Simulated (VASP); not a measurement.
Set up this calculation in VASP 6.6.1, as the native input.

| Item | Value |
| --- | --- |
| Task | single point |
| Functional | r2SCAN |
| Potentials or basis | VASP PAW PBE potentials, release 64 (Pt, Pb_d, C) |
| Cutoff | 520 eV |
| k mesh | 5 × 5 × 5 |
| Occupations | gaussian, width 0.15 eV |
| Spin | no spin polarisation |
| Dipole correction | no |
| Further INCAR settings | ALGO = Normal; EDIFF = 1e-06; NBANDS = 32 |

Crystal: Pt3PbC.

```
Pt Pb C
1.0
     4.46103    0.00000    0.00000
     0.00000    4.46103    0.00000
     0.00000    0.00000    4.46103
Pt Pb C
3 1 1
Cartesian
  0.0000 2.2305 2.2305
  2.2305 2.2305 0.0000
  2.2305 0.0000 2.2305
  0.0000 0.0000 0.0000
  2.2305 2.2305 2.2305
```

One way to write it, as run:

POSCAR

```
Pt3PbC
1.0
    4.4610262891      0.0000000000      0.0000000000
    0.0000000000      4.4610262891      0.0000000000
    0.0000000000      0.0000000000      4.4610262891
Pt Pb C
3 1 1
Direct
    0.0000000000      0.5000000000      0.5000000000
    0.5000000000      0.5000000000      0.0000000000
    0.5000000000      0.0000000000      0.5000000000
    0.0000000000      0.0000000000      0.0000000000
    0.5000000000      0.5000000000      0.5000000000
```

INCAR.step1

```
PREC = Accurate
ENCUT = 520
ISMEAR = 0
SIGMA = 0.15
LREAL = F
LASPH = T
NELM = 80
NBANDS = 32
GGA = PE
ALGO = Normal
EDIFF = 1E-4
LWAVE = T
LCHARG = F
```

INCAR.step2

```
PREC = Accurate
ENCUT = 520
EDIFF = 1E-6
ISMEAR = 0
SIGMA = 0.15
LREAL = F
LASPH = T
NELM = 80
ALGO = Normal
ISIF = 2
LWAVE = F
LCHARG = F
METAGGA = R2SCAN
LMIXTAU = T
NBANDS = 32
ISTART = 1
```

KPOINTS

```
Automatic mesh
0
Gamma
  5 5 5
```

Potentials or basis: VASP PAW PBE potentials, release 64 (Pt, Pb_d, C).

Launch:

```console
$ cat potpaw_PBE.64/Pt/POTCAR potpaw_PBE.64/Pb_d/POTCAR potpaw_PBE.64/C/POTCAR > POTCAR
$ cp INCAR.step1 INCAR
$ mpirun -np 1 vasp_std > vasp.out
$ cp INCAR.step2 INCAR
$ mpirun -np 1 vasp_std > vasp.out
```

Results of the run:

The pressure is -13.6 GPa and the band gap on the k mesh is zero (band 24 reaches 7.93 eV, above the bottom of band 25 at 7.51 eV).

Caveat: the PAW data sets were made with another functional, which shifts forces and pressure a little; spin-orbit coupling is left out, which moves the levels of the heavy elements.

Run time: 97 s on 1 thread of Intel(R) Xeon(R) Platinum 8259CL CPU @ 2.50GHz (Skylake/Cascade Lake) (shared host), peak memory 0.22 GiB.
